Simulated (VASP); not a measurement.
# Ir (Fm-3m) in VASP: single point with LDA

Aim: the single point of Ir with LDA.

All numbers are computed with VASP 6.6.1; they aren't measurements. Logs are shortened: lines on timing, memory, paths and dates and some standing lists are left out, and cuts for length are marked.

**1. The cell of the first run**

The structure is cubic, space group Fm-3m (No. 225). Conventional cell: a = 3.839 Å, b = 3.839 Å, c = 3.839 Å, α = 90.00°, β = 90.00°, γ = 90.00°. Within 3.6 Å of Ir (site symmetry m-3m) lie 12 Ir at 2.71 Å.

**2. Single point, LDA**

File INCAR:

```
PREC = Accurate
ENCUT = 500
EDIFF = 1E-6
ISMEAR = 0
SIGMA = 0.1
LREAL = False
LASPH = True
NELM = 120
ALGO = Normal
ISIF = 2
LWAVE = False
LCHARG = False
NBANDS = 10
GGA_COMPAT = False
```

File KPOINTS:

```
regular mesh
0
Gamma
  8 8 8
```

File POSCAR:

```
Ir
1.0
    0.0000000000      1.9197000000      1.9197000000
    1.9197000000      0.0000000000      1.9197000000
    1.9197000000      1.9197000000      0.0000000000
Ir
1
Direct
    0.0000000000      0.0000000000      0.0000000000
```

Potentials or basis: VASP PAW LDA potentials, release 64 (Ir).

On the command line:

```bash
$ cat potpaw_LDA.64/Ir/POTCAR > POTCAR
$ mpirun -np 1 vasp_std > vasp.out
```

OUTCAR:

```text
PREC = Accurate
   ENCUT = 500
   EDIFF = 1E-6
   ISMEAR = 0
   LREAL = False
   LASPH = True
   NELM = 120
   ISIF = 2

 ion  position               nearest neighbor table
   1  0.000  0.000  0.000-

  LATTYP: Found a face centered cubic cell.
 ALAT       =     3.8394000000

  Lattice vectors:

 A1 = (   0.0000000000,   1.9197000000,   1.9197000000)
 A2 = (   1.9197000000,   0.0000000000,   1.9197000000)
 A3 = (   1.9197000000,   1.9197000000,   0.0000000000)

Analysis of symmetry for initial positions (statically):
=====================================================================
 Subroutine PRICEL returns:
 Original cell was already a primitive cell.

 Routine SETGRP: Setting up the symmetry group for a
 face centered cubic supercell.

 Subroutine GETGRP returns: Found 48 space group operations
 (whereof 48 operations were pure point group operations)
 out of a pool of 48 trial point group operations.

The static configuration has the point symmetry O_h .

Analysis of symmetry for dynamics (positions and initial velocities):
=====================================================================
 Subroutine PRICEL returns:
 Original cell was already a primitive cell.

 Routine SETGRP: Setting up the symmetry group for a
 face centered cubic supercell.

 Subroutine GETGRP returns: Found 48 space group operations
 (whereof 48 operations were pure point group operations)
 out of a pool of 48 trial point group operations.

The dynamic configuration has the point symmetry O_h .

 Subroutine INISYM returns: Found 48 space group operations
 (whereof 48 operations are pure point group operations),
 and found     1 'primitive' translations

----------------------------------------------------------------------------------------

                                     Primitive cell

  volume of cell :      14.1491

  direct lattice vectors                    reciprocal lattice vectors
     0.000000000  1.919700000  1.919700000    -0.260457363  0.260457363  0.260457363
     1.919700000  0.000000000  1.919700000     0.260457363 -0.260457363  0.260457363
     1.919700000  1.919700000  0.000000000     0.260457363  0.260457363 -0.260457363

  length of vectors
     2.714865776  2.714865776  2.714865776     0.451125386  0.451125386  0.451125386

  position of ions in fractional coordinates (direct lattice)
     0.000000000  0.000000000  0.000000000

  ion indices of the primitive-cell ions
   primitive index   ion index
                 1           1

----------------------------------------------------------------------------------------

 KPOINTS: regular mesh

Automatic generation of k-mesh.
 Grid dimensions read from file:
 generate k-points for:    8    8    8

 Generating k-lattice:

  Cartesian coordinates                     Fractional coordinates (reciprocal lattice)
    -0.032557170  0.032557170  0.032557170     0.125000000  0.000000000  0.000000000
     0.032557170 -0.032557170  0.032557170     0.000000000  0.125000000  0.000000000
     0.032557170  0.032557170 -0.032557170     0.000000000  0.000000000  0.125000000

  Length of vectors
     0.056390673  0.056390673  0.056390673

  Shift w.r.t. Gamma in fractional coordinates (k-lattice)
     0.000000000  0.000000000  0.000000000

 Subroutine IBZKPT returns following result:
 ===========================================

 Found     29 irreducible k-points:

 Following reciprocal coordinates:
            Coordinates               Weight
  0.000000  0.000000  0.000000      1.000000
  0.125000  0.000000  0.000000      8.000000
  0.250000  0.000000  0.000000      8.000000
  0.375000  0.000000  0.000000      8.000000
  0.500000  0.000000  0.000000      4.000000
  0.125000  0.125000  0.000000      6.000000
[... 16 lines left out ...]
  0.500000  0.250000  0.125000     48.000000
 -0.375000  0.250000  0.125000     24.000000
 [... further k-points ...]
   k-points           NKPTS =     29   k-points in BZ     NKDIM =     29   number of bands    NBANDS=     10
   number of dos      NEDOS =    301   number of ions     NIONS =      1
   total plane-waves  NPLWV =   8000
   dimension x,y,z NGX =    20 NGY =   20 NGZ =   20
   dimension x,y,z NGXF=    40 NGYF=   40 NGZF=   40
   ions per type =               1
   NGX,Y,Z   is equivalent  to a cutoff of  12.25, 12.25, 12.25 a.u.
   NGXF,Y,Z  is equivalent  to a cutoff of  24.49, 24.49, 24.49 a.u.
 SYSTEM =  unknown system
   PREC   = accura    normal or accurate (medium, high low for compatibility)
   ISTART =      0    job   : 0-new  1-cont  2-samecut
   ICHARG =      2    charge: 1-file 2-atom 10-const
   ISPIN  =      1    spin polarized calculation?
   LNONCOLLINEAR =      F non collinear calculations
   LSORBIT =      F    spin-orbit coupling
   LASPH  =      T    aspherical Exc in radial PAW
   ENCUT  =  500.0 eV  36.75 Ry    6.06 a.u.   4.95  4.95  4.95*2*pi/ulx,y,z
   NELM   =    120;   NELMIN=  2; NELMDL= -5     # of ELM steps
   EDIFF  = 0.1E-05   stopping-criterion for ELM
   LREAL  =      F    real-space projection
   EDIFFG = 0.1E-04   stopping-criterion for IOM
   NSW    =      0    number of steps for IOM
   IBRION =     -1    ionic relax: 0-MD 1-quasi-New 2-CG
   NFREE  =      0    steps in history (QN), initial steepest desc. (CG)
   ISIF   =      2    stress and relaxation
   ISYM   =      2    0-nonsym 1-usesym 2-fastsym
   POTIM  = 0.5000    time-step for ionic-motion
   TEBEG  =    0.0;   TEEND  =   0.0 temperature during run
   PSTRESS=    0.0 pullay stress
   NELECT =       9.0000    total number of electrons
   NUPDOWN=      -1.0000    fix difference up-down
   EMIN   =  10.00;   EMAX   =-10.00  energy-range for DOS
   EFERMI =   0.00;   METHOD = LEGACY
   ISMEAR =     0;   SIGMA  =   0.10  broadening in eV -4-tet -1-fermi 0-gaus
   EFERMI_NEDOS =   21; number of points for ismear=-14 and -15
   IALGO  =     38    algorithm
   IMIX   =      4    mixing-type and parameters
     AMIX     =   0.40;   BMIX     =  1.00
     AMIX_MAG =   1.60;   BMIX_MAG =  1.00
  volume/ion in A,a.u.               =      14.15        95.48
  Fermi-wavevector in a.u.,A,eV,Ry     =   1.407923  2.660589 26.970118  1.982248
  Thomas-Fermi vector in A             =   2.530133
   LORBIT       =      0    0 simple, 1 ext, 2 COOP (PROOUT), +10 PAW based schemes
   GGA     = CA    functional components
   LHFCALC =     F    Hartree Fock is set to
   AEXX    =    0.0000 exact exchange contribution
   IVDW    =     0    specifies the selected vdW correction
   LEPSILON=     F    determine dielectric tensor
   LRPA    =     F    only Hartree local field effects (RPA)
 non-spin polarized calculation
 Gauss-broadening in eV      SIGMA  =   0.10
  energy-cutoff  :      500.00
  volume of cell :       14.15
 maximum number of plane-waves:       370
   NGX =  9   NGY =  9   NGZ =  9

 number of electron       9.0000000 magnetization

 Free energy of the ion-electron system (eV)
  ---------------------------------------------------
  ext. energy  EPLUGINS =         0.00000000
  ---------------------------------------------------
  free energy    TOTEN  =       -10.24716241 eV

  energy without entropy =      -10.23806742  energy(sigma->0) =      -10.24261491

 E-fermi :  10.3564     XC(G=0): -14.1383

 val. band max:       10.3104771000   @ k =  -0.3750   0.1250   0.0000
 cond. band min:      10.3709216329   @ k =  -0.3750   0.2500   0.0000
 fundamental gap:      0.0604445329
 Fermi energy:        10.3563871348

 k-point     1 :       0.0000    0.0000    0.0000
  band No.  band energies     occupation
      1      -0.7977      2.00000
      2       6.3881      2.00000
      3       6.3881      2.00000
      4       6.3881      2.00000
      5       9.1324      2.00000
      6       9.1324      2.00000
      7      24.6378      0.00000
      8      30.1973      0.00000
      9      30.1973      0.00000
     10      30.1973      0.00000

 k-point     2 :       0.1250    0.0000    0.0000
  band No.  band energies     occupation
      1      -0.1250      2.00000
      2       6.0707      2.00000
      3       6.6539      2.00000
      4       6.6539      2.00000
      5       8.9879      2.00000
      6       8.9879      2.00000
      7      25.7430      0.00000
      8      27.6398      0.00000
      9      31.3138      0.00000
     10      31.3138      0.00000

 k-point     3 :       0.2500    0.0000    0.0000
  band No.  band energies     occupation
      1       1.4057      2.00000
      2       5.8963      2.00000
      3       6.8453      2.00000
      4       6.8453      2.00000
      5       9.3018      2.00000
      6       9.3018      2.00000
      7      24.1166      0.00000
      8      27.1031      0.00000
      9      34.0091      0.00000
     10      34.0168      0.00000

 k-point     4 :       0.3750    0.0000    0.0000
  band No.  band energies     occupation
      1       2.1708      2.00000
      2       6.5029      2.00000
      3       6.5029      2.00000
      4       7.6408      2.00000
      5      10.5108      0.02899
      6      10.5108      0.02899
      7      20.2437      0.00000
      8      25.1197      0.00000
      9      31.7200      0.00000
     10      31.7200      0.00000

 k-point     5 :       0.5000    0.0000    0.0000
  band No.  band energies     occupation
      1       2.1882      2.00000
      2       6.3091      2.00000
      3       6.3091      2.00000
      4       9.5941      2.00000
      5      11.2101      0.00000
      6      11.2101      0.00000
      7      17.5680      0.00000
      8      24.1907      0.00000
      9      30.0458      0.00000
     10      30.0458      0.00000

 k-point     6 :       0.1250    0.1250    0.0000
  band No.  band energies     occupation
      1       0.1051      2.00000
      2       5.7354      2.00000
      3       6.9101      2.00000
      4       6.9101      2.00000
      5       8.3782      2.00000
      6       9.4015      2.00000
      7      26.1867      0.00000
      8      28.6474      0.00000
      9      30.4135      0.00000
     10      30.4135      0.00000

 k-point     7 :       0.2500    0.1250    0.0000
  band No.  band energies     occupation
      1       1.4317      2.00000
      2       5.2252      2.00000
      3       6.9851      2.00000
      4       7.3530      2.00000
      5       8.4852      2.00000
      6       9.7938      2.00000
      7      25.9519      0.00000
      8      27.9051      0.00000
      9      30.7631      0.00000
     10      31.6121      0.00000

 k-point     8 :       0.3750    0.1250    0.0000
  band No.  band energies     occupation
      1       2.6057      2.00000
      2       5.8297      2.00000
      3       6.2763      2.00000
      4       7.1788      2.00000
      5      10.4254      0.32936
      6      10.7788      0.00000
      7      21.8273      0.00000
      8      26.5538      0.00000
      9      29.9302      0.00000
     10      31.7652      0.00000

 k-point     9 :       0.5000    0.1250    0.0000
  band No.  band energies     occupation
      1       2.7328      2.00000
      2       5.8261      2.00000
      3       6.8467      2.00000
      4       7.6807      2.00000
      5      11.2561      0.00000
      6      12.9337      0.00000
      7      17.7051      0.00000
      8      25.3090      0.00000
      9      29.2758      0.00000
     10      29.3972      0.00000
[... 118 lines left out ...]
 k-point    19 :       0.5000    0.3750    0.0000
  band No.  band energies     occupation
      1       2.8170      2.00000
      2       3.3834      2.00000
      3       8.9091      2.00000
      4      10.2813      1.71194
      5      11.5337      0.00000
      6      13.8998      0.00000
      7      19.9091      0.00000
      8      23.3338      0.00000
      9      23.5976      0.00000
     10      32.1335      0.00000

 k-point    20 :      -0.3750    0.3750    0.0000
  band No.  band energies     occupation
      1       3.3548      2.00000
      2       4.3175      2.00000
      3       7.4130      2.00000
      4       9.4461      2.00000
      5      10.9019      0.00000
      6      16.6454      0.00000
      7      18.0299      0.00000
      8      21.8220      0.00000
      9      25.8524      0.00000
     10      31.3918      0.00000

 k-point    21 :       0.5000    0.5000    0.0000
  band No.  band energies     occupation
      1       2.4033      2.00000
      2       2.9376      2.00000
      3      11.2095      0.00000
      4      11.7719      0.00000
      5      11.7719      0.00000
      6      12.0407      0.00000
      7      20.8269      0.00000
      8      22.0054      0.00000
      9      22.0054      0.00000
     10      31.6282      0.00000

 k-point    22 :       0.3750    0.2500    0.1250
  band No.  band energies     occupation
      1       2.8077      2.00000
      2       4.7458      2.00000
      3       6.3306      2.00000
      4       8.4141      2.00000
      5       8.5139      2.00000
      6      11.1066      0.00000
      7      24.6496      0.00000
      8      27.3381      0.00000
      9      28.9160      0.00000
     10      30.9270      0.00000

 k-point    23 :       0.5000    0.2500    0.1250
  band No.  band energies     occupation
      1       3.6532      2.00000
      2       5.3195      2.00000
      3       5.6956      2.00000
      4       8.0454      2.00000
      5      10.1506      1.99639
      6      13.1868      0.00000
      7      20.5661      0.00000
      8      25.8138      0.00000
      9      27.1504      0.00000
     10      31.7664      0.00000

 k-point    24 :      -0.3750    0.2500    0.1250
  band No.  band energies     occupation
      1       3.6674      2.00000
      2       5.0769      2.00000
      3       6.6971      2.00000
      4       7.7282      2.00000
      5      10.8807      0.00000
      6      15.5116      0.00000
      7      16.9693      0.00000
      8      26.0947      0.00000
      9      26.2136      0.00000
     10      30.1004      0.00000

 [... further k-points ...]
[... 5 lines left out ...]
  --------------------------------------------------------------------------------------
  -------------------------------------------------------------------------------------
  Total       -0.4223311     -0.4223311     -0.4223311      0.0000000      0.0000000     -0.0000000
  in kB      -47.8226430    -47.8226430    -47.8226430      0.0000000      0.0000000     -0.0000000
  external PRESSURE =     -47.8226430 kB  Pullay stress =       0.0000000 kB

 VOLUME and BASIS-vectors are now :
 -----------------------------------------------------------------------------
  energy-cutoff  :      500.00
  volume of cell :       14.15
      direct lattice vectors                 reciprocal lattice vectors
     0.000000000  1.919700000  1.919700000    -0.260457363  0.260457363  0.260457363
     1.919700000  0.000000000  1.919700000     0.260457363 -0.260457363  0.260457363
     1.919700000  1.919700000  0.000000000     0.260457363  0.260457363 -0.260457363

 POSITION                                       TOTAL-FORCE (eV/Angst)
 -----------------------------------------------------------------------------------
      0.00000      0.00000      0.00000        -0.000000     -0.000000      0.000000
 -----------------------------------------------------------------------------------
    total drift:                               -0.000000     -0.000000     -0.000000

  FREE ENERGIE OF THE ION-ELECTRON SYSTEM (eV)
  ---------------------------------------------------
  free  energy   TOTEN  =       -10.2471624069 eV

  energy  without entropy=      -10.2380674167  energy(sigma->0) =      -10.24261491
```

Run time: 8.4 s. Hardware: 1 thread of AMD EPYC 7R13, shared host; peak memory 0.09 GiB.

What came out:

* Free energy: -10.2472 eV
* Pressure: -4.8 GPa

Caveat: spin-orbit coupling is left out, which moves the levels of the heavy elements.
